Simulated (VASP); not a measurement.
# Pb (P6_3/mmc) in VASP: notebook

The runs below take Pb through single point, with PBE.

Program: VASP 6.6.1. These are calculated values, not measurements. Logs are shortened: lines on timing, memory, paths and dates and some standing lists are left out, and cuts for length are marked.

### 1 The cell of the first run

The structure is hexagonal, space group P6_3/mmc (No. 194). The conventional cell has a = 3.621 Å, b = 3.621 Å, c = 11.702 Å, α = 90.00°, β = 90.00°, γ = 120.00°. Pb (site symmetry -3m) has 12 Pb at 3.60 to 3.62 Å within 4.7 Å. Within 4.7 Å of Pb (site symmetry -6m2) lie 12 Pb at 3.60 to 3.62 Å.

### 2 Single point, PBE (volume scaled by 1.04)

Contents of INCAR:

```
  PREC = Accurate
  ENCUT = 520
  EDIFF = 1E-6
  ISMEAR = -1
  SIGMA = 0.1
  LREAL = False
  LASPH = True
  NELM = 100
  ALGO = Normal
  ISIF = 2
  LWAVE = False
  LCHARG = False
  GGA = PE
  NBANDS = 36
```

Contents of KPOINTS:

```
regular mesh
0
Gamma
  11 11 3
```

Contents of POSCAR:

```
Pb
1.0
    3.6205032519      0.0000000000      0.0000000000
   -1.8102516260      3.1354477906      0.0000000000
    0.0000000000      0.0000000000     11.7016632283
Pb
4
Direct
    1.0000000000      1.0000000000      0.0000000000
    1.0000000000      1.0000000000      0.5000000000
    0.3333333333      0.6666666667      0.2500000000
    0.6666666667      0.3333333333      0.7500000000
```

Potentials or basis: VASP PAW PBE potentials, release 64 (Pb_d).

Started as:

```sh
$ cat potpaw_PBE.64/Pb_d/POTCAR > POTCAR
$ mpirun -np 1 vasp_std > vasp.out
```

OUTCAR:

```text
PREC = Accurate
   ENCUT = 520
   EDIFF = 1E-6
   ISMEAR = -1
   LREAL = False
   LASPH = True
   NELM = 100
   ISIF = 2
   GGA = PE

 ion  position               nearest neighbor table
   1  0.000  0.000  0.000-   3 3.60   4 3.60   3 3.60   4 3.60   4 3.60   3 3.60
   2  0.000  0.000  0.500-   3 3.60   4 3.60   3 3.60   4 3.60   4 3.60   3 3.60
   3  0.333  0.667  0.250-   1 3.60   2 3.60   1 3.60   2 3.60   1 3.60   2 3.60
   4  0.667  0.333  0.750-   1 3.60   2 3.60   1 3.60   2 3.60   1 3.60   2 3.60

  LATTYP: Found a hexagonal cell.
 ALAT       =     3.6205032519
 C/A-ratio  =     3.2320543345

  Lattice vectors:

 A1 = (   3.6205032519,   0.0000000000,   0.0000000000)
 A2 = (  -1.8102516260,   3.1354477906,   0.0000000000)
 A3 = (   0.0000000000,   0.0000000000,  11.7016632283)

Analysis of symmetry for initial positions (statically):
=====================================================================
 Subroutine PRICEL returns:
 Original cell was already a primitive cell.

 Routine SETGRP: Setting up the symmetry group for a
 hexagonal supercell.

 Subroutine GETGRP returns: Found 24 space group operations
 (whereof 12 operations were pure point group operations)
 out of a pool of 24 trial point group operations.

The static configuration has the point symmetry D_3d.
 The point group associated with its full space group is D_6h.

Analysis of symmetry for dynamics (positions and initial velocities):
=====================================================================
 Subroutine PRICEL returns:
 Original cell was already a primitive cell.

 Routine SETGRP: Setting up the symmetry group for a
 hexagonal supercell.

 Subroutine GETGRP returns: Found 24 space group operations
 (whereof 12 operations were pure point group operations)
 out of a pool of 24 trial point group operations.

The dynamic configuration has the point symmetry D_3d.
 The point group associated with its full space group is D_6h.

 Subroutine INISYM returns: Found 24 space group operations
 (whereof 12 operations are pure point group operations),
 and found     1 'primitive' translations

----------------------------------------------------------------------------------------

                                     Primitive cell

  volume of cell :     132.8361

  direct lattice vectors                    reciprocal lattice vectors
     3.620503252  0.000000000  0.000000000     0.276204696  0.159466856  0.000000000
    -1.810251626  3.135447791  0.000000000     0.000000000  0.318933711  0.000000000
[... 84 lines left out ...]
   LNONCOLLINEAR =      F non collinear calculations
   LSORBIT =      F    spin-orbit coupling
   LASPH  =      T    aspherical Exc in radial PAW
   ENCUT  =  520.0 eV  38.22 Ry    6.18 a.u.   6.73  6.73 21.76*2*pi/ulx,y,z
   NELM   =    100;   NELMIN=  2; NELMDL= -5     # of ELM steps
   EDIFF  = 0.1E-05   stopping-criterion for ELM
   LREAL  =      F    real-space projection
   EDIFFG = 0.1E-04   stopping-criterion for IOM
   NSW    =      0    number of steps for IOM
   IBRION =     -1    ionic relax: 0-MD 1-quasi-New 2-CG
   NFREE  =      0    steps in history (QN), initial steepest desc. (CG)
   ISIF   =      2    stress and relaxation
   ISYM   =      2    0-nonsym 1-usesym 2-fastsym
   POTIM  = 0.5000    time-step for ionic-motion
   TEBEG  =    0.0;   TEEND  =   0.0 temperature during run
   PSTRESS=    0.0 pullay stress
   NELECT =      56.0000    total number of electrons
   NUPDOWN=      -1.0000    fix difference up-down
   EMIN   =  10.00;   EMAX   =-10.00  energy-range for DOS
   EFERMI =   0.00;   METHOD = LEGACY
   ISMEAR =    -1;   SIGMA  =   0.10  broadening in eV -4-tet -1-fermi 0-gaus
   EFERMI_NEDOS =   21; number of points for ismear=-14 and -15
   IALGO  =     38    algorithm
   IMIX   =      4    mixing-type and parameters
     AMIX     =   0.40;   BMIX     =  1.00
     AMIX_MAG =   1.60;   BMIX_MAG =  1.00
  volume/ion in A,a.u.               =      33.21       224.11
  Fermi-wavevector in a.u.,A,eV,Ry     =   1.227530  2.319695 20.501667  1.506830
  Thomas-Fermi vector in A             =   2.362490
   LORBIT       =      0    0 simple, 1 ext, 2 COOP (PROOUT), +10 PAW based schemes
   GGA     = PE    functional components
   LHFCALC =     F    Hartree Fock is set to
   AEXX    =    0.0000 exact exchange contribution
   IVDW    =     0    specifies the selected vdW correction
   LEPSILON=     F    determine dielectric tensor
   LRPA    =     F    only Hartree local field effects (RPA)
 non-spin polarized calculation
  energy-cutoff  :      520.00
  volume of cell :      132.84
 maximum number of plane-waves:      3607
 NGX is ok and might be reduce to    28
   NGX = 13   NGY = 13   NGZ = 43

 number of electron      55.9999990 magnetization

 Free energy of the ion-electron system (eV)
  ---------------------------------------------------
  ext. energy  EPLUGINS =         0.00000000
  ---------------------------------------------------
  free energy    TOTEN  =       -14.22741975 eV

  energy without entropy =      -14.14153807  energy(sigma->0) =      -14.18447891

 E-fermi :   6.3278     XC(G=0):  -9.7577

 val. band max:        6.3188157664   @ k =   0.2727   0.0909   0.3333
 cond. band min:       6.3325373283   @ k =   0.3636   0.2727   0.0000
 fundamental gap:      0.0137215619
 Fermi energy:         6.3277985746

 k-point     1 :       0.0000    0.0000    0.0000
  band No.  band energies     occupation
      1     -10.7318      2.00000
      2     -10.7223      2.00000
      3     -10.7168      2.00000
      4     -10.7168      2.00000
      5     -10.7155      2.00000
      6     -10.7145      2.00000
[... 925 lines left out ...]
     35      11.2285      0.00000
     36      12.0346      0.00000

 [... further k-points ...]
[... 5 lines left out ...]
  --------------------------------------------------------------------------------------
  -------------------------------------------------------------------------------------
  Total       -1.2784514     -1.2784514     -1.1092943      0.0000000      0.0000000      0.0000000
  in kB      -15.4197987    -15.4197987    -13.3795425      0.0000000      0.0000000      0.0000000
  external PRESSURE =     -14.7397133 kB  Pullay stress =       0.0000000 kB

 VOLUME and BASIS-vectors are now :
 -----------------------------------------------------------------------------
  energy-cutoff  :      520.00
  volume of cell :      132.84
      direct lattice vectors                 reciprocal lattice vectors
     3.620503252  0.000000000  0.000000000     0.276204696  0.159466856  0.000000000
    -1.810251626  3.135447791  0.000000000     0.000000000  0.318933711  0.000000000
     0.000000000  0.000000000 11.701663228     0.000000000  0.000000000  0.085457937

 POSITION                                       TOTAL-FORCE (eV/Angst)
 -----------------------------------------------------------------------------------
      0.00000      0.00000      0.00000        -0.000000      0.000000     -0.000000
      0.00000      0.00000      5.85083        -0.000000      0.000000     -0.000000
     -0.00000      2.09030      2.92542         0.000000     -0.000000      0.000000
      1.81025      1.04515      8.77625        -0.000000      0.000000     -0.000000
 -----------------------------------------------------------------------------------
    total drift:                                0.000000     -0.000000      0.000000

  FREE ENERGIE OF THE ION-ELECTRON SYSTEM (eV)
  ---------------------------------------------------
  free  energy   TOTEN  =       -14.2274197527 eV

  energy  without entropy=      -14.1415380714  energy(sigma->0) =      -14.18447891
```

OSZICAR:

```text
N       E                     dE             d eps       ncg     rms          rms(c)
DAV:   1     0.673822502006E+03    0.67382E+03   -0.27272E+04  2304   0.185E+03
DAV:   2     0.499412598485E+02   -0.62388E+03   -0.61344E+03  2308   0.491E+02
DAV:   3    -0.115092309018E+02   -0.61450E+02   -0.60485E+02  2772   0.197E+02
DAV:   4    -0.141463425823E+02   -0.26371E+01   -0.26314E+01  2732   0.461E+01
DAV:   5    -0.142594921213E+02   -0.11315E+00   -0.11315E+00  2880   0.821E+00    0.910E-01
DAV:   6    -0.142336526577E+02    0.25839E-01   -0.91607E-02  3236   0.267E+00    0.475E-01
DAV:   7    -0.142273066955E+02    0.63460E-02   -0.32476E-02  2800   0.185E+00    0.183E-01
DAV:   8    -0.142274997430E+02   -0.19305E-03   -0.33711E-03  2676   0.729E-01    0.399E-02
DAV:   9    -0.142274304108E+02    0.69332E-04   -0.23017E-04  2776   0.199E-01    0.138E-02
DAV:  10    -0.142274191380E+02    0.11273E-04   -0.57992E-05  2892   0.835E-02    0.786E-03
DAV:  11    -0.142274197527E+02   -0.61467E-06   -0.86847E-06  2688   0.352E-02
   1 F= -.14227420E+02 E0= -.14184479E+02  d E =-.858817E-01
```

stdout:

```text
POSCAR found type information on POSCAR Pb
 POSCAR found :  1 types and       4 ions
 scaLAPACK will be used
 LDA part: xc-table for (Slater+PW92), standard interpolation
 POSCAR, INCAR and KPOINTS ok, starting setup
 FFT: planning ... GRIDC
 FFT: planning ... GRID_SOFT
 FFT: planning ... GRID
 WAVECAR not read
 entering main loop
```

Wall time 53 s (1 thread of Intel Xeon 6975P-C (Granite Rapids), shared host); peak memory 0.29 GiB.

Results:

```yaml
Free_energy: -14.2274 eV
Pressure: -1.5 GPa
Band_gap_on_the_k_mesh: zero (band 28 reaches 11.37 eV, above the bottom of band 29 at 5.05 eV)
```

Levels at points of the mesh, in eV from the Fermi level:
| k point | band 26 | band 27 | band 28 | band 29 | band 30 | band 31 |
| --- | --- | --- | --- | --- | --- | --- |
| (0.00, 0.00, 0.00) | 0.69 | 0.70 | 4.95 | 4.95 | 5.67 | 5.67 |

Caveat: spin-orbit coupling is left out, which moves the levels of the heavy elements.

### 3 Single point, PBE (volume scaled by 1.08)

Contents of INCAR:

```
SYSTEM = Pb
PREC     = Accurate       ! precision mode
ENCUT    = 520            ! plane-wave cutoff, eV
EDIFF    = 1E-6           ! SCF threshold, eV
ISMEAR   = -1             ! smearing method
SIGMA    = 0.1            ! smearing width, eV
LREAL    = .FALSE.        ! projectors in reciprocal space
LASPH    = .TRUE.         ! aspherical terms in the spheres
NELM     = 100            ! most SCF steps
ALGO     = Normal         ! electronic algorithm
ISIF     = 2              ! what is computed and relaxed
LWAVE    = .FALSE.        ! write WAVECAR
LCHARG   = .TRUE.         ! write CHGCAR
GGA      = PE             ! functional
LELF     = .TRUE.         ! ELF
LVHAR    = .TRUE.       
NBANDS   = 36             ! bands
```

Contents of KPOINTS:

```
regular mesh
0
G
  11 11 3
  0 0 0
```

Contents of POSCAR:

```
Pb
1.0
    3.6663372727      0.0000000000      0.0000000000
   -1.8331686364      3.1751412170      0.0000000000
    0.0000000000      0.0000000000     11.8498012737
Pb
4
Direct
    1.0000000000      1.0000000000      0.0000000000
    1.0000000000      1.0000000000      0.5000000000
    0.3333333333      0.6666666667      0.2500000000
    0.6666666667      0.3333333333      0.7500000000
```

Potentials or basis: VASP PAW PBE potentials, release 64 (Pb_d).

Started as:

```sh
$ cat potpaw_PBE.64/Pb_d/POTCAR > POTCAR
$ mpirun -np 1 vasp_std > vasp.out
```

Wall time 56 s (1 thread of Intel Xeon 6975P-C (Granite Rapids), shared host); peak memory 0.29 GiB.

It converged, with:

| Item | Value |
| --- | --- |
| Free energy | -14.1647 eV |
| Pressure | -2.6 GPa |
| Band gap on the k mesh | zero (band 28 reaches 10.80 eV, above the bottom of band 29 at 4.74 eV) |

Stress tensor (GPa, compression positive):
```
-2.61  0.00  0.00
 0.00 -2.61  0.00
 0.00  0.00 -2.50
```

Levels at points of the mesh, in eV from the Fermi level:
| k point | band 24 | band 25 | band 26 | band 27 | band 28 | band 29 | band 30 | band 31 | band 32 | band 33 |
| --- | --- | --- | --- | --- | --- | --- | --- | --- | --- | --- |
| (0.00, 0.00, 0.00) | -7.97 | -3.61 | 0.63 | 0.64 | 4.76 | 4.76 | 5.44 | 5.44 | 5.49 | 5.49 |

Caveat: spin-orbit coupling is left out, which moves the levels of the heavy elements.
